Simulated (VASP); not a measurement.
# Cd4Te (F-43m) in VASP: further runs

Runs on Cd4Te. Level: PBE. Tasks: single point, relaxation of cell and atoms.

All numbers are computed with VASP 6.6.1; they aren't measurements. Logs are shortened: lines on timing, memory, paths and dates and some standing lists are left out, and cuts for length are marked.

## (1) The cell of the first run

It takes space group F-43m (No. 216, cubic). The conventional cell has a = 8.488 Å, b = 8.488 Å, c = 8.488 Å, α = 90.00°, β = 90.00°, γ = 90.00°. Within 3.0 Å of Cd (site symmetry 3m) lie 3 Cd at 2.28 Å. Within 4.8 Å of Te (site symmetry -43m) lie 12 Cd at 3.62 Å.

## (2) Single point, PBE

Contents of INCAR:

```
SYSTEM = Cd4Te
  PREC = Accurate
  ENCUT = 520
  EDIFF = 1E-7
  ISMEAR = 0
  SIGMA = 0.1
  LREAL = .False.
  LASPH = .True.
  NELM = 80
  ALGO = Normal
  ISIF = 2
  LWAVE = .False.
  LCHARG = .False.
  GGA = PE
  NBANDS = 35
```

Contents of KPOINTS:

```
Automatic mesh
0
Gamma
  4 4 4
  0 0 0
```

Contents of POSCAR:

```
Cd4Te
1.0
    0.0000000000      4.2442024300      4.2442024300
    4.2442024300      0.0000000000      4.2442024300
    4.2442024300      4.2442024300      0.0000000000
Cd Te
4 1
Direct
    0.3448297200      0.3448297200      0.3448297200
    0.3448297200      0.3448297200      0.9655108500
    0.3448297200      0.9655108500      0.3448297200
    0.9655108500      0.3448297200      0.3448297200
    0.7500000000      0.7500000000      0.7500000000
```

Potentials or basis: VASP PAW PBE potentials, release 64 (Cd, Te).

Command:

```sh
$ cat potpaw_PBE.64/Cd/POTCAR potpaw_PBE.64/Te/POTCAR > POTCAR
$ mpirun -np 1 vasp_std > vasp.out
```

OUTCAR:

```text
SYSTEM = Cd4Te
   PREC = Accurate
   ENCUT = 520
   EDIFF = 1E-7
   ISMEAR = 0
   LREAL = .False.
   LASPH = .True.
   NELM = 80
   ISIF = 2
   GGA = PE

 ion  position               nearest neighbor table
   1  0.345  0.345  0.345-   2 2.28   3 2.28   4 2.28   5 3.62   5 3.62   5 3.62   4 3.73   3 3.73
                             2 3.73
   2  0.345  0.345  0.966-   1 2.28   3 2.28   4 2.28   5 3.62   5 3.62   5 3.62   1 3.73   4 3.73
                             3 3.73
   3  0.345  0.966  0.345-   1 2.28   2 2.28   4 2.28   5 3.62   5 3.62   5 3.62   2 3.73   1 3.73
                             4 3.73
   4  0.966  0.345  0.345-   1 2.28   2 2.28   3 2.28   5 3.62   5 3.62   5 3.62   3 3.73   2 3.73
                             1 3.73
   5  0.750  0.750  0.750-   2 3.62   3 3.62   4 3.62   1 3.62   1 3.62   1 3.62   3 3.62   4 3.62
                             4 3.62   2 3.62   2 3.62   3 3.62

  LATTYP: Found a face centered cubic cell.
 ALAT       =     8.4884048600

  Lattice vectors:

 A1 = (   0.0000000000,   4.2442024300,   4.2442024300)
 A2 = (   4.2442024300,   0.0000000000,   4.2442024300)
 A3 = (   4.2442024300,   4.2442024300,   0.0000000000)

Analysis of symmetry for initial positions (statically):
=====================================================================
 Subroutine PRICEL returns:
 Original cell was already a primitive cell.

 Routine SETGRP: Setting up the symmetry group for a
 face centered cubic supercell.

 Subroutine GETGRP returns: Found 24 space group operations
 (whereof 24 operations were pure point group operations)
 out of a pool of 48 trial point group operations.

The static configuration has the point symmetry T_d .

Analysis of symmetry for dynamics (positions and initial velocities):
=====================================================================
 Subroutine PRICEL returns:
 Original cell was already a primitive cell.

 Routine SETGRP: Setting up the symmetry group for a
 face centered cubic supercell.

 Subroutine GETGRP returns: Found 24 space group operations
 (whereof 24 operations were pure point group operations)
 out of a pool of 48 trial point group operations.

The dynamic configuration has the point symmetry T_d .

 Subroutine INISYM returns: Found 24 space group operations
 (whereof 24 operations are pure point group operations),
 and found     1 'primitive' translations

----------------------------------------------------------------------------------------

                                     Primitive cell

  volume of cell :     152.9038

  direct lattice vectors                    reciprocal lattice vectors
     0.000000000  4.244202430  4.244202430    -0.117807764  0.117807764  0.117807764
     4.244202430  0.000000000  4.244202430     0.117807764 -0.117807764  0.117807764
     4.244202430  4.244202430  0.000000000     0.117807764  0.117807764 -0.117807764

  length of vectors
     6.002208638  6.002208638  6.002208638     0.204049033  0.204049033  0.204049033

  position of ions in fractional coordinates (direct lattice)
     0.344829720  0.344829720  0.344829720
     0.344829720  0.344829720  0.965510850
     0.344829720  0.965510850  0.344829720
     0.965510850  0.344829720  0.344829720
     0.750000000  0.750000000  0.750000000

  ion indices of the primitive-cell ions
   primitive index   ion index
                 1           1
                 2           2
                 3           3
                 4           4
                 5           5

----------------------------------------------------------------------------------------

 KPOINTS: Automatic mesh

Automatic generation of k-mesh.
 Grid dimensions read from file:
 generate k-points for:    4    4    4

 Generating k-lattice:

  Cartesian coordinates                     Fractional coordinates (reciprocal lattice)
    -0.029451941  0.029451941  0.029451941     0.250000000  0.000000000  0.000000000
     0.029451941 -0.029451941  0.029451941     0.000000000  0.250000000  0.000000000
     0.029451941  0.029451941 -0.029451941     0.000000000  0.000000000  0.250000000

  Length of vectors
     0.051012258  0.051012258  0.051012258

  Shift w.r.t. Gamma in fractional coordinates (k-lattice)
     0.000000000  0.000000000  0.000000000

 Subroutine IBZKPT returns following result:
 ===========================================

 Found      8 irreducible k-points:

 Following reciprocal coordinates:
            Coordinates               Weight
  0.000000  0.000000  0.000000      1.000000
  0.250000  0.000000  0.000000      8.000000
  0.500000  0.000000  0.000000      4.000000
  0.250000  0.250000  0.000000      6.000000
  0.500000  0.250000  0.000000     24.000000
 -0.250000  0.250000  0.000000     12.000000
  0.500000  0.500000  0.000000      3.000000
 -0.250000  0.500000  0.250000      6.000000
   k-points           NKPTS =      8   k-points in BZ     NKDIM =      8   number of bands    NBANDS=     35
   number of dos      NEDOS =    301   number of ions     NIONS =      5
   total plane-waves  NPLWV = 110592
   dimension x,y,z NGX =    48 NGY =   48 NGZ =   48
   dimension x,y,z NGXF=    96 NGYF=   96 NGZF=   96
   ions per type =               4   1
   NGX,Y,Z   is equivalent  to a cutoff of  13.29, 13.29, 13.29 a.u.
   NGXF,Y,Z  is equivalent  to a cutoff of  26.59, 26.59, 26.59 a.u.
 SYSTEM =  Cd4Te
   PREC   = accura    normal or accurate (medium, high low for compatibility)
   ISTART =      0    job   : 0-new  1-cont  2-samecut
   ICHARG =      2    charge: 1-file 2-atom 10-const
   ISPIN  =      1    spin polarized calculation?
   LNONCOLLINEAR =      F non collinear calculations
   LSORBIT =      F    spin-orbit coupling
   LASPH  =      T    aspherical Exc in radial PAW
   ENCUT  =  520.0 eV  38.22 Ry    6.18 a.u.  11.16 11.16 11.16*2*pi/ulx,y,z
   NELM   =     80;   NELMIN=  2; NELMDL= -5     # of ELM steps
   EDIFF  = 0.1E-06   stopping-criterion for ELM
   LREAL  =      F    real-space projection
   EDIFFG = 0.1E-05   stopping-criterion for IOM
   NSW    =      0    number of steps for IOM
   IBRION =     -1    ionic relax: 0-MD 1-quasi-New 2-CG
   NFREE  =      0    steps in history (QN), initial steepest desc. (CG)
   ISIF   =      2    stress and relaxation
   ISYM   =      2    0-nonsym 1-usesym 2-fastsym
   POTIM  = 0.5000    time-step for ionic-motion
   TEBEG  =    0.0;   TEEND  =   0.0 temperature during run
   PSTRESS=    0.0 pullay stress
   NELECT =      54.0000    total number of electrons
   NUPDOWN=      -1.0000    fix difference up-down
   EMIN   =  10.00;   EMAX   =-10.00  energy-range for DOS
   EFERMI =   0.00;   METHOD = LEGACY
   ISMEAR =     0;   SIGMA  =   0.10  broadening in eV -4-tet -1-fermi 0-gaus
   EFERMI_NEDOS =   21; number of points for ismear=-14 and -15
   IALGO  =     38    algorithm
   IMIX   =      4    mixing-type and parameters
     AMIX     =   0.40;   BMIX     =  1.00
     AMIX_MAG =   1.60;   BMIX_MAG =  1.00
  volume/ion in A,a.u.               =      30.58       206.37
  Fermi-wavevector in a.u.,A,eV,Ry     =   1.157178  2.186748 18.219015  1.339060
  Thomas-Fermi vector in A             =   2.293791
   LORBIT       =      0    0 simple, 1 ext, 2 COOP (PROOUT), +10 PAW based schemes
   GGA     = PE    functional components
   LHFCALC =     F    Hartree Fock is set to
   AEXX    =    0.0000 exact exchange contribution
   IVDW    =     0    specifies the selected vdW correction
   LEPSILON=     F    determine dielectric tensor
   LRPA    =     F    only Hartree local field effects (RPA)
 non-spin polarized calculation
 Gauss-broadening in eV      SIGMA  =   0.10
  energy-cutoff  :      520.00
  volume of cell :      152.90
 maximum number of plane-waves:      4140
 NGX is ok and might be reduce to    48
   NGX = 23   NGY = 23   NGZ = 23

 number of electron      54.0000000 magnetization

 Free energy of the ion-electron system (eV)
  ---------------------------------------------------
  ext. energy  EPLUGINS =         0.00000000
  ---------------------------------------------------
  free energy    TOTEN  =         3.22532380 eV

  energy without entropy =        3.24477991  energy(sigma->0) =        3.23505186

 E-fermi :   2.2443     XC(G=0):  -8.9972

 val. band max:        2.2080977948   @ k =  -0.2500   0.5000   0.2500
 cond. band min:       2.3109450085   @ k =   0.2500   0.2500   0.0000
 fundamental gap:      0.1028472137
 Fermi energy:         2.2442982623

 k-point     1 :       0.0000    0.0000    0.0000
  band No.  band energies     occupation
      1     -11.2050      2.00000
      2      -9.6231      2.00000
      3      -9.6231      2.00000
      4      -9.6231      2.00000
      5      -9.0754      2.00000
      6      -9.0754      2.00000
[... 27 lines left out ...]
     34       4.2064      0.00000
     35       7.1109      0.00000

 k-point     2 :       0.2500    0.0000    0.0000
  band No.  band energies     occupation
      1     -11.1767      2.00000
      2      -9.6153      2.00000
      3      -9.5973      2.00000
      4      -9.5973      2.00000
      5      -9.0571      2.00000
      6      -9.0571      2.00000
[... 27 lines left out ...]
     34       5.8630      0.00000
     35       8.0937      0.00000

 k-point     3 :       0.5000    0.0000    0.0000
  band No.  band energies     occupation
      1     -11.1481      2.00000
      2      -9.6071      2.00000
      3      -9.5716      2.00000
      4      -9.5716      2.00000
      5      -9.0372      2.00000
      6      -9.0372      2.00000
[... 27 lines left out ...]
     34       7.2249      0.00000
     35       7.6609      0.00000

 k-point     4 :       0.2500    0.2500    0.0000
  band No.  band energies     occupation
      1     -11.1670      2.00000
      2      -9.6148      2.00000
      3      -9.5855      2.00000
      4      -9.5855      2.00000
      5      -9.0679      2.00000
      6      -9.0356      2.00000
[... 27 lines left out ...]
     34       6.6571      0.00000
     35       8.3850      0.00000

 k-point     5 :       0.5000    0.2500    0.0000
  band No.  band energies     occupation
      1     -11.1380      2.00000
      2      -9.5953      2.00000
      3      -9.5678      2.00000
      4      -9.5587      2.00000
      5      -9.0505      2.00000
      6      -9.0165      2.00000
[... 27 lines left out ...]
     34       7.0910      0.00000
     35       7.8375      0.00000

 k-point     6 :      -0.2500    0.2500    0.0000
  band No.  band energies     occupation
      1     -11.1478      2.00000
      2      -9.5963      2.00000
      3      -9.5796      2.00000
      4      -9.5699      2.00000
      5      -9.0395      2.00000
      6      -9.0391      2.00000
[... 27 lines left out ...]
     34       7.2587      0.00000
     35       7.6358      0.00000

 k-point     7 :       0.5000    0.5000    0.0000
  band No.  band energies     occupation
      1     -11.1281      2.00000
      2      -9.6004      2.00000
      3      -9.5465      2.00000
      4      -9.5465      2.00000
      5      -9.0616      2.00000
      6      -8.9941      2.00000
[... 27 lines left out ...]
     34       6.8152      0.00000
     35       8.3668      0.00000

 k-point     8 :      -0.2500    0.5000    0.2500
  band No.  band energies     occupation
      1     -11.1280      2.00000
      2      -9.5783      2.00000
      3      -9.5688      2.00000
      4      -9.5505      2.00000
      5      -9.0461      2.00000
      6      -9.0108      2.00000
[... 27 lines left out ...]
     34       7.1582      0.00000
     35       8.6088      0.00000

------------------------ aborting loop because EDIFF is reached ----------------------------------------

  FORCE on cell =-STRESS in cart. coord.  units (eV):
  Direction    XX          YY          ZZ          XY          YZ          ZX
  --------------------------------------------------------------------------------------
  -------------------------------------------------------------------------------------
  Total       24.9015060     24.9015060     24.9015060     -0.0000000      0.0000000      0.0000000
  in kB      260.9263451    260.9263451    260.9263451     -0.0000000      0.0000000      0.0000000
  external PRESSURE =     260.9263451 kB  Pullay stress =       0.0000000 kB

 VOLUME and BASIS-vectors are now :
 -----------------------------------------------------------------------------
  energy-cutoff  :      520.00
  volume of cell :      152.90
      direct lattice vectors                 reciprocal lattice vectors
     0.000000000  4.244202430  4.244202430    -0.117807764  0.117807764  0.117807764
     4.244202430  0.000000000  4.244202430     0.117807764 -0.117807764  0.117807764
     4.244202430  4.244202430  0.000000000     0.117807764  0.117807764 -0.117807764

 POSITION                                       TOTAL-FORCE (eV/Angst)
 -----------------------------------------------------------------------------------
      2.92705      2.92705      2.92705         8.854490      8.854490      8.854490
      5.56135      5.56135      2.92705        -8.854490     -8.854490      8.854490
      5.56135      2.92705      5.56135        -8.854490      8.854490     -8.854490
      2.92705      5.56135      5.56135         8.854490     -8.854490     -8.854490
      6.36630      6.36630      6.36630         0.000000      0.000000      0.000000
 -----------------------------------------------------------------------------------
    total drift:                               -0.000034     -0.000034     -0.000034

  FREE ENERGIE OF THE ION-ELECTRON SYSTEM (eV)
  ---------------------------------------------------
  free  energy   TOTEN  =         3.2253238012 eV

  energy  without entropy=        3.2447799148  energy(sigma->0) =        3.23505186
```

Run time: 61 s. Hardware: 1 thread of Intel Xeon Platinum 8375C at 2.90GHz (Ice Lake), shared host; peak memory 0.33 GiB.

Results:

```
Free energy            : 3.2253 eV
Pressure               : 26.1 GPa
Largest force          : 15.336 eV/Å
Band gap on the k mesh : zero (band 27 reaches 3.05 eV, above the bottom of band 28 at 1.10 eV)
```

Forces in eV/Å, atoms in the order of the input:
```
Cd   8.854  8.854  8.854
Cd  -8.854 -8.854  8.854
Cd  -8.854  8.854 -8.854
Cd   8.854 -8.854 -8.854
Te   0.000  0.000  0.000
```

Caveat: spin-orbit coupling is left out, which moves the levels of the heavy elements; forces of over 1 eV/Å act on the atoms, so gaps and moduli don't describe the material at rest.

## (3) Single point, PBE

This run uses another cell than the first one, of 30.35 Å³/atom, 0.992 times its volume.

Contents of INCAR:

```
PREC = Accurate
ENCUT = 520
EDIFF = 1E-7
ISMEAR = 0
SIGMA = 0.1
LREAL = F
LASPH = T
NELM = 100
ALGO = Normal
ISIF = 2
LWAVE = F
LCHARG = T
GGA = PE
LELF = T
LVHAR = T
NBANDS = 35
```

Contents of KPOINTS:

```
regular mesh
0
Gamma
  4 4 4
```

Contents of POSCAR:

```
Cd4Te
1.0
    0.0000000000      4.2334855594      4.2334855594
    4.2334855594      0.0000000000      4.2334855594
    4.2334855594      4.2334855594      0.0000000000
Cd Te
4 1
Direct
    0.3749434116      0.3749434116      0.3749434116
    0.3749434116      0.3749434116      0.8751697653
    0.3749434116      0.8751697653      0.3749434116
    0.8751697653      0.3749434116      0.3749434116
    0.7500000000      0.7500000000      0.7500000000
```

Potentials or basis: VASP PAW PBE potentials, release 64 (Cd, Te).

Command:

```sh
$ cat potpaw_PBE.64/Cd/POTCAR potpaw_PBE.64/Te/POTCAR > POTCAR
$ mpirun -np 1 vasp_std > vasp.out
```

Wall time 52 s (1 thread of Intel Xeon Platinum 8375C at 2.90GHz (Ice Lake), shared host); peak memory 0.32 GiB.

Results (log left out):

```yaml
Free_energy: -5.3343 eV
Pressure: 0.4 GPa
Largest_force: 0.019 eV/Å
Band_gap_on_the_k_mesh: zero (band 27 reaches 3.25 eV, above the bottom of band 28 at 1.58 eV)
```

Forces in eV/Å, atoms in the order of the input:
```
Cd  -0.011 -0.011 -0.011
Cd   0.011  0.011 -0.011
Cd   0.011 -0.011  0.011
Cd  -0.011  0.011  0.011
Te   0.000  0.000  0.000
```

Levels at points of the mesh, in eV from the Fermi level:
```csv
k point,band 24,band 25,band 26,band 27,band 28,band 29,band 30,band 31
"(0.00, 0.00, 0.00)",-2.44,-2.44,-1.53,0.26,0.26,0.26,1.82,1.82
"(0.50, 0.00, 0.00)",-2.61,-2.61,-1.27,-0.57,-0.57,0.95,2.69,2.69
"(0.50, 0.50, 0.00)",-3.39,-3.39,-1.38,1.10,1.10,1.59,1.64,4.11
```

Caveat: spin-orbit coupling is left out, which moves the levels of the heavy elements.

## (4) Single point, PBE

This run uses another cell than the first one, of 30.47 Å³/atom, 0.997 times its volume.

Contents of INCAR:

```
SYSTEM = Cd4Te
  PREC = Accurate
  ENCUT = 520
  EDIFF = 1E-6
  ISMEAR = 0
  SIGMA = 0.1
  LREAL = .False.
  LASPH = .True.
  NELM = 80
  ALGO = Fast
  ISIF = 2
  LWAVE = .False.
  LCHARG = .False.
  GGA = PE
  NBANDS = 35
```

Contents of KPOINTS:

```
regular mesh
0
Gamma
  8 8 8
  0 0 0
```

Contents of POSCAR:

```
Cd4Te
1.0
    0.0000000000      4.2392466137      4.2392466137
    4.2392466137      0.0000000000      4.2392466137
    4.2392466137      4.2392466137      0.0000000000
Cd Te
4 1
Direct
    0.6250443901      0.1248668297      0.6250443901
    0.6250443901      0.6250443901      0.6250443901
    0.1248668297      0.6250443901      0.6250443901
    0.6250443901      0.6250443901      0.1248668297
    0.2500000000      0.2500000000      0.2500000000
```

Command:

```sh
$ cat potpaw_PBE.64/Cd/POTCAR potpaw_PBE.64/Te/POTCAR > POTCAR
$ mpirun -np 1 vasp_std > vasp.out
```

It took 2.1 min on 1 thread of Intel Xeon Platinum 8375C at 2.90GHz (Ice Lake), shared host; peak memory 0.39 GiB.

It converged, with:

```yaml
Free_energy: -5.3356 eV
Pressure: 0.2 GPa
Band_gap_on_the_k_mesh: zero (band 27 reaches 3.23 eV, above the bottom of band 28 at 1.54 eV)
```

Levels at points of the mesh, in eV from the Fermi level:
```tsv
k point	band 23	band 24	band 25	band 26	band 27	band 28	band 29	band 30	band 31	band 32
(0.00, 0.00, 0.00)	-2.45	-2.45	-2.45	-1.60	0.19	0.19	0.19	1.76	1.76	1.76
(0.50, 0.00, 0.00)	-3.93	-2.62	-2.62	-1.31	-0.63	-0.63	0.91	2.63	2.63	4.34
(0.50, 0.50, 0.00)	-4.88	-3.41	-3.41	-1.41	1.05	1.05	1.53	1.61	4.05	4.89
```

Caveat: spin-orbit coupling is left out, which moves the levels of the heavy elements.

(Continued in part 2 of 2.)
